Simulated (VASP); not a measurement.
# Fe (Im-3m) in VASP: further runs, part 2 of 2

VASP 6.6.1. Earlier steps stand in the parts before.

## Step 5: Single point, r2SCAN

This run uses another cell than the first one, of 10.17 Å³/atom, 1.136 times its volume.

The input, POSCAR:

```
Fe
1.0
   -1.3650158249      1.3650158249      1.3650158249
    1.3650158249     -1.3650158249      1.3650158249
    1.3650158249      1.3650158249     -1.3650158249
Fe
1
Direct
    0.0000000000      0.0000000000      0.0000000000
```

The input, INCAR.step1:

```
PREC = Accurate ; ENCUT = 520
ISMEAR = -1 ; SIGMA = 0.1
LREAL = False ; LASPH = True
NELM = 80 ; NBANDS = 10
GGA = PE ; ALGO = Normal
EDIFF = 1E-4 ; LWAVE = True
LCHARG = False
```

The input, INCAR.step2:

```
PREC = Accurate ; ENCUT = 520
EDIFF = 1E-6 ; ISMEAR = -1
SIGMA = 0.1 ; LREAL = False
LASPH = True ; NELM = 80
ALGO = Normal ; ISIF = 2
LWAVE = False ; LCHARG = False
METAGGA = R2SCAN ; LMIXTAU = True
NBANDS = 10 ; ISTART = 1
```

The input, KPOINTS:

```
regular mesh
0
Gamma
  26 26 26
```

Potentials or basis: VASP PAW PBE potentials, release 64 (Fe).

On the command line:

```
$ cat potpaw_PBE.64/Fe/POTCAR > POTCAR
$ cp INCAR.step1 INCAR
$ mpirun -np 1 vasp_std > vasp.out
$ cp INCAR.step2 INCAR
$ mpirun -np 1 vasp_std > vasp.out
```

OUTCAR:

```text
PREC = Accurate
   ENCUT = 520
   EDIFF = 1E-6
   ISMEAR = -1
   LREAL = False
   LASPH = True
   NELM = 80
   ISIF = 2
   METAGGA = R2SCAN
   ISTART = 1

 ion  position               nearest neighbor table
   1  0.000  0.000  0.000-

  LATTYP: Found a body centered cubic cell.
 ALAT       =     2.7300316498

  Lattice vectors:

 A1 = (  -1.3650158249,   1.3650158249,   1.3650158249)
 A2 = (   1.3650158249,  -1.3650158249,   1.3650158249)
 A3 = (   1.3650158249,   1.3650158249,  -1.3650158249)

Analysis of symmetry for initial positions (statically):
=====================================================================
 Subroutine PRICEL returns:
 Original cell was already a primitive cell.

 Routine SETGRP: Setting up the symmetry group for a
 body centered cubic supercell.

 Subroutine GETGRP returns: Found 48 space group operations
 (whereof 48 operations were pure point group operations)
 out of a pool of 48 trial point group operations.

The static configuration has the point symmetry O_h .

Analysis of symmetry for dynamics (positions and initial velocities):
=====================================================================
 Subroutine PRICEL returns:
 Original cell was already a primitive cell.

 Routine SETGRP: Setting up the symmetry group for a
 body centered cubic supercell.

 Subroutine GETGRP returns: Found 48 space group operations
 (whereof 48 operations were pure point group operations)
 out of a pool of 48 trial point group operations.

The dynamic configuration has the point symmetry O_h .

 Subroutine INISYM returns: Found 48 space group operations
 (whereof 48 operations are pure point group operations),
 and found     1 'primitive' translations

----------------------------------------------------------------------------------------

                                     Primitive cell

  volume of cell :      10.1736

  direct lattice vectors                    reciprocal lattice vectors
    -1.365015825  1.365015825  1.365015825     0.000000000  0.366296120  0.366296120
     1.365015825 -1.365015825  1.365015825     0.366296120  0.000000000  0.366296120
     1.365015825  1.365015825 -1.365015825     0.366296120  0.366296120  0.000000000

  length of vectors
     2.364276762  2.364276762  2.364276762     0.518020940  0.518020940  0.518020940

  position of ions in fractional coordinates (direct lattice)
     0.000000000  0.000000000  0.000000000

  ion indices of the primitive-cell ions
   primitive index   ion index
                 1           1

----------------------------------------------------------------------------------------

 KPOINTS: regular mesh

Automatic generation of k-mesh.
 Grid dimensions read from file:
 generate k-points for:   26   26   26

 Generating k-lattice:

  Cartesian coordinates                     Fractional coordinates (reciprocal lattice)
     0.000000000  0.014088312  0.014088312     0.038461538  0.000000000  0.000000000
     0.014088312  0.000000000  0.014088312     0.000000000  0.038461538  0.000000000
     0.014088312  0.014088312  0.000000000     0.000000000  0.000000000  0.038461538

  Length of vectors
     0.019923882  0.019923882  0.019923882

  Shift w.r.t. Gamma in fractional coordinates (k-lattice)
     0.000000000  0.000000000  0.000000000

 Subroutine IBZKPT returns following result:
 ===========================================

 Found    511 irreducible k-points:

 Following reciprocal coordinates:
            Coordinates               Weight
  0.000000  0.000000  0.000000      1.000000
  0.038462  0.000000  0.000000     12.000000
  0.076923  0.000000  0.000000     12.000000
  0.115385  0.000000  0.000000     12.000000
  0.153846  0.000000  0.000000     12.000000
  0.192308  0.000000  0.000000     12.000000
[... 16 lines left out ...]
  0.346154  0.038462  0.000000     48.000000
  0.384615  0.038462  0.000000     48.000000
 [... further k-points ...]
   k-points           NKPTS =    511   k-points in BZ     NKDIM =    511   number of bands    NBANDS=     10
   number of dos      NEDOS =    301   number of ions     NIONS =      1
   total plane-waves  NPLWV =   5832
   dimension x,y,z NGX =    18 NGY =   18 NGZ =   18
   dimension x,y,z NGXF=    36 NGYF=   36 NGZF=   36
   ions per type =               1
   NGX,Y,Z   is equivalent  to a cutoff of  12.66, 12.66, 12.66 a.u.
   NGXF,Y,Z  is equivalent  to a cutoff of  25.31, 25.31, 25.31 a.u.
 SYSTEM =  unknown system
   PREC   = accura    normal or accurate (medium, high low for compatibility)
   ISTART =      1    job   : 0-new  1-cont  2-samecut
   ICHARG =      0    charge: 1-file 2-atom 10-const
   ISPIN  =      1    spin polarized calculation?
   LNONCOLLINEAR =      F non collinear calculations
   LSORBIT =      F    spin-orbit coupling
   LASPH  =      T    aspherical Exc in radial PAW
   ENCUT  =  520.0 eV  38.22 Ry    6.18 a.u.   4.40  4.40  4.40*2*pi/ulx,y,z
   NELM   =     80;   NELMIN=  2; NELMDL=  0     # of ELM steps
   EDIFF  = 0.1E-05   stopping-criterion for ELM
   LREAL  =      F    real-space projection
   EDIFFG = 0.1E-04   stopping-criterion for IOM
   NSW    =      0    number of steps for IOM
   IBRION =     -1    ionic relax: 0-MD 1-quasi-New 2-CG
   NFREE  =      0    steps in history (QN), initial steepest desc. (CG)
   ISIF   =      2    stress and relaxation
   ISYM   =      2    0-nonsym 1-usesym 2-fastsym
   POTIM  = 0.5000    time-step for ionic-motion
   TEBEG  =    0.0;   TEEND  =   0.0 temperature during run
   PSTRESS=    0.0 pullay stress
   NELECT =       8.0000    total number of electrons
   NUPDOWN=      -1.0000    fix difference up-down
   EMIN   =  10.00;   EMAX   =-10.00  energy-range for DOS
   EFERMI =   0.00;   METHOD = LEGACY
   ISMEAR =    -1;   SIGMA  =   0.10  broadening in eV -4-tet -1-fermi 0-gaus
   EFERMI_NEDOS =   21; number of points for ismear=-14 and -15
   IALGO  =     38    algorithm
   IMIX   =      4    mixing-type and parameters
     AMIX     =   0.40;   BMIX     =  1.00
     AMIX_MAG =   1.60;   BMIX_MAG =  1.00
  volume/ion in A,a.u.               =      10.17        68.65
  Fermi-wavevector in a.u.,A,eV,Ry     =   1.511056  2.855481 31.066038  2.283289
  Thomas-Fermi vector in A             =   2.621164
   LORBIT       =      0    0 simple, 1 ext, 2 COOP (PROOUT), +10 PAW based schemes
   METAGGA = R2SCAN    functional components
   LHFCALC =     F    Hartree Fock is set to
   AEXX    =    0.0000 exact exchange contribution
   IVDW    =     0    specifies the selected vdW correction
   LEPSILON=     F    determine dielectric tensor
   LRPA    =     F    only Hartree local field effects (RPA)
 non-spin polarized calculation
  energy-cutoff  :      520.00
  volume of cell :       10.17
 maximum number of plane-waves:       281
 NGX is ok and might be reduce to    18
   NGX =  9   NGY =  9   NGZ =  9

 number of electron       7.9999991 magnetization

 Free energy of the ion-electron system (eV)
  ---------------------------------------------------
  ext. energy  EPLUGINS =         0.00000000
  ---------------------------------------------------
  free energy    TOTEN  =       -13.34579590 eV

  energy without entropy =      -13.25234292  energy(sigma->0) =      -13.29906941

 E-fermi :   6.9665     XC(G=0): -15.0368

 val. band max:        6.9644254604   @ k =   0.3462   0.1923   0.0385
 cond. band min:       6.9674867950   @ k =   0.0000   0.0000   0.0000
 fundamental gap:      0.0030613346
 Fermi energy:         6.9665497047

 k-point     1 :       0.0000    0.0000    0.0000
  band No.  band energies     occupation
      1      -2.6295      2.00000
      2       4.9562      2.00000
      3       4.9562      2.00000
      4       4.9563      2.00000
      5       6.9675      0.99531
      6       6.9675      0.99531
      7      34.1428      0.00000
      8      34.1428      0.00000
      9      34.1428      0.00000
     10      40.2286      0.00000

 k-point     2 :       0.0385    0.0000    0.0000
  band No.  band energies     occupation
      1      -2.5593      2.00000
      2       4.9339      2.00000
      3       4.9538      2.00000
      4       4.9975      2.00000
      5       6.9431      1.11659
      6       6.9692      0.98660
      7      33.7117      0.00000
      8      34.0609      0.00000
      9      34.1129      0.00000
     10      40.0338      0.00000
[... 274 lines left out ...]
 k-point    24 :       0.3846    0.0385    0.0000
  band No.  band energies     occupation
      1       1.5767      2.00000
      2       3.6629      2.00000
      3       5.9799      1.99990
      4       6.8755      1.42615
      5       7.2765      0.08625
      6       8.1027      0.00002
      7      18.0673      0.00000
      8      27.4054      0.00000
      9      30.6656      0.00000
     10      33.5524      0.00000

 [... further k-points ...]
[... 5 lines left out ...]
  --------------------------------------------------------------------------------------
  -------------------------------------------------------------------------------------
  Total        0.0428155      0.0428155      0.0428155     -0.0000000      0.0000000     -0.0000000
  in kB        6.7427688      6.7427688      6.7427688     -0.0000000      0.0000000     -0.0000000
  external PRESSURE =       6.7427688 kB  Pullay stress =       0.0000000 kB

 VOLUME and BASIS-vectors are now :
 -----------------------------------------------------------------------------
  energy-cutoff  :      520.00
  volume of cell :       10.17
      direct lattice vectors                 reciprocal lattice vectors
    -1.365015825  1.365015825  1.365015825     0.000000000  0.366296120  0.366296120
     1.365015825 -1.365015825  1.365015825     0.366296120  0.000000000  0.366296120
     1.365015825  1.365015825 -1.365015825     0.366296120  0.366296120  0.000000000

 POSITION                                       TOTAL-FORCE (eV/Angst)
 -----------------------------------------------------------------------------------
      0.00000      0.00000      0.00000        -0.000000      0.000000     -0.000000
 -----------------------------------------------------------------------------------
    total drift:                                0.000000     -0.000000      0.000000

  FREE ENERGIE OF THE ION-ELECTRON SYSTEM (eV)
  ---------------------------------------------------
  free  energy   TOTEN  =       -13.3457959017 eV

  energy  without entropy=      -13.2523429197  energy(sigma->0) =      -13.29906941
```

Run time: 1.9 min. Hardware: 1 thread of AMD EPYC 9R45 (Zen 5), shared host; peak memory 0.14 GiB.

Results:

- Free energy: -13.3458 eV
- Pressure: 0.7 GPa
- Band gap on the k mesh: zero (band 4 reaches 7.98 eV, above the bottom of band 5 at 5.81 eV)

Levels at points of the mesh, in eV from the Fermi level:
| k point | band 2 | band 3 | band 4 | band 5 | band 6 | band 7 |
| --- | --- | --- | --- | --- | --- | --- |
| (0.00, 0.00, 0.00) | -2.01 | -2.01 | -2.01 | 0.00 | 0.00 | 27.18 |
| (0.50, 0.00, 0.00) | -3.43 | -0.06 | 0.28 | 0.36 | 1.36 | 9.17 |
| (0.50, 0.50, 0.50) | -5.06 | 1.02 | 1.02 | 1.02 | 11.31 | 11.31 |

Caveat: the PAW data sets were made with another functional, which shifts forces and pressure a little; the run has no spin polarisation, though such a crystal can be magnetic. Spin polarisation is off, so any magnetic state and its effect on volume and gap are missing.

## Step 6: Single point, r2SCAN (volume scaled by 1.04)

The input, POSCAR:

```
Fe
1.0
   -1.3829786194      1.3829786194      1.3829786194
    1.3829786194     -1.3829786194      1.3829786194
    1.3829786194      1.3829786194     -1.3829786194
Fe
1
Direct
    0.0000000000      0.0000000000      0.0000000000
```

The input, INCAR.step1:

```
PREC = Accurate
ENCUT = 520
ISMEAR = -1
SIGMA = 0.1
LREAL = F
LASPH = T
NELM = 100
NBANDS = 10
GGA = PE
ALGO = Normal
EDIFF = 1E-4
LWAVE = T
LCHARG = F
```

The input, INCAR.step2:

```
PREC = Accurate
ENCUT = 520
EDIFF = 1E-6
ISMEAR = -1
SIGMA = 0.1
LREAL = F
LASPH = T
NELM = 100
ALGO = Normal
ISIF = 2
LWAVE = F
LCHARG = F
METAGGA = R2SCAN
LMIXTAU = T
NBANDS = 10
ISTART = 1
```

The input, KPOINTS:

```
Automatic mesh
0
Gamma
  26 26 26
```

Potentials or basis: VASP PAW PBE potentials, release 64 (Fe).

On the command line:

```
$ cat potpaw_PBE.64/Fe/POTCAR > POTCAR
$ cp INCAR.step1 INCAR
$ mpirun -np 1 vasp_std > vasp.out
$ cp INCAR.step2 INCAR
$ mpirun -np 1 vasp_std > vasp.out
```

Wall time 1.9 min (1 thread of AMD EPYC 9R45 (Zen 5), shared host); peak memory 0.14 GiB.

The run converged. Its results:

```
Free energy            : -13.3336 eV
Pressure               : -9.9 GPa
Band gap on the k mesh : zero (band 4 reaches 7.48 eV, above the bottom of band 5 at 5.43 eV)
```

Levels at points of the mesh, in eV from the Fermi level:
```csv
k point,band 2,band 3,band 4,band 5,band 6,band 7
"(0.00, 0.00, 0.00)",-1.91,-1.91,-1.91,0.01,0.01,26.77
"(0.50, 0.00, 0.00)",-3.24,-0.05,0.27,0.36,1.27,8.77
"(0.50, 0.50, 0.50)",-4.77,0.95,0.95,0.95,10.99,10.99
```

Caveat: the cell differs from its parent crystal (volume scaled by 1.04); the PAW data sets were made with another functional, which shifts forces and pressure a little; the run has no spin polarisation, though such a crystal can be magnetic. Spin polarisation is off, so any magnetic state and its effect on volume and gap are missing.

## Step 7: Summary

| cell | gap on the mesh (eV) | pressure (GPa) |
| --- | --- | --- |
| a = 2.266 Å, angles 109.5°, 1 atom | none | 51.4 |
| a = 2.299 Å, angles 109.5°, 1 atom | none | 30.5 |
| a = 2.332 Å, angles 109.5°, 1 atom | none | 13.9 |
| a = 2.364 Å, angles 109.5°, 1 atom | none | 0.7 |
| a = 2.395 Å, angles 109.5°, 1 atom | none | -9.9 |

Alike in all rows: task single point; level r2SCAN; potentials or basis VASP PAW PBE potentials, release 64 (Fe); no spin polarisation; k mesh 26 × 26 × 26; cutoff (eV) 520; smearing fermi-dirac 0.1 eV.

Caveats: the PAW data sets were made with another functional, which shifts forces and pressure a little; the run has no spin polarisation, though such a crystal can be magnetic.

Total energies depend on the potentials used, so only differences within one code and one set of settings carry meaning.
